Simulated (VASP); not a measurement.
# AlN: single point with PBE

The system is AlN.

```
CELL_PARAMETERS angstrom
0.00000 2.18399 2.18399
2.18399 0.00000 2.18399
2.18399 2.18399 0.00000
ATOMIC_POSITIONS crystal
Al 0.00000 0.00000 0.00000
N 0.25000 0.25000 0.25000
```

```
Program                : VASP 6.6.1
Task                   : single point
Functional             : PBE
Potentials or basis    : VASP PAW PBE potentials, release 64 (Al, N)
Cutoff                 : 520 eV
k mesh                 : 10 × 10 × 10
Occupations            : gaussian, width 0.026 eV
Spin                   : no spin polarisation
Dipole correction      : no
Further INCAR settings : ALGO = Normal; EDIFF = 1e-06; NBANDS = 11
```

- Pressure: 4.6 GPa
- Band gap on the k mesh: 3.32 eV, indirect (least direct gap 4.20 eV)

Levels at points of the mesh, in eV from the valence-band top:
```tsv
k point	band 1	band 2	band 3	band 4	band 5	band 6	band 7	band 8	band 9
(0.00, 0.00, 0.00)	-14.98	0.00	0.00	0.00	4.20	12.56	12.56	12.56	17.69
(0.50, 0.00, 0.00)	-12.93	-5.85	-0.48	-0.48	7.38	9.86	11.15	11.15	17.99
(0.50, 0.50, 0.00)	-12.30	-4.90	-1.77	-1.77	3.32	8.62	13.96	15.73	15.73
```

It took 6.4 s on 1 thread of Intel(R) Xeon(R) Platinum 8375C CPU @ 2.90GHz (Ice Lake) (shared host), peak memory 0.13 GiB.

A k mesh can miss the band edges. As with any semilocal functional, this PBE gap is likely too small.
